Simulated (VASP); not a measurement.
Here is a VASP 6.6.1 calculation.

Contents of INCAR:

```
SYSTEM = SrO
PREC     = Accurate       ! precision mode
ENCUT    = 520            ! plane-wave cutoff, eV
EDIFF    = 1E-7           ! SCF threshold, eV
ISMEAR   = -1             ! smearing method
SIGMA    = 0.05           ! smearing width, eV
LREAL    = .False.        ! projectors in reciprocal space
LASPH    = .True.         ! aspherical terms in the spheres
NELM     = 80             ! most SCF steps
ALGO     = Normal         ! electronic algorithm
ISIF     = 2              ! what is computed and relaxed
LWAVE    = .False.        ! write WAVECAR
LCHARG   = .False.        ! write CHGCAR
GGA      = PS             ! functional
IVDW     = 12             ! dispersion correction
NBANDS   = 15             ! bands
```

File KPOINTS:

```
regular mesh
0
Gamma
  9 9 9
  0 0 0
```

Contents of POSCAR:

```
SrO
1.0
    0.0000000000      2.5379751486      2.5379751486
    2.5379751486      0.0000000000      2.5379751486
    2.5379751486      2.5379751486      0.0000000000
Sr O
1 1
Direct
    0.5000000000      0.5000000000      0.5000000000
    0.0000000000      0.0000000000      0.0000000000
```

Potentials or basis: VASP PAW PBE potentials, release 64 (Sr_sv, O).

Run with:

```bash
$ cat potpaw_PBE.64/Sr_sv/POTCAR potpaw_PBE.64/O/POTCAR > POTCAR
$ mpirun -np 1 vasp_std > vasp.out
```

What does it give for the band gap on the k mesh?

3.18 eV, indirect (least direct gap 3.25 eV).

What does it give for the pressure?

0.7 GPa.

What does it give for the dispersion energy per atom?

-0.271 eV.

Caveat: the PAW data sets were made with another functional, which shifts forces and pressure a little. A k mesh can miss the band edges.
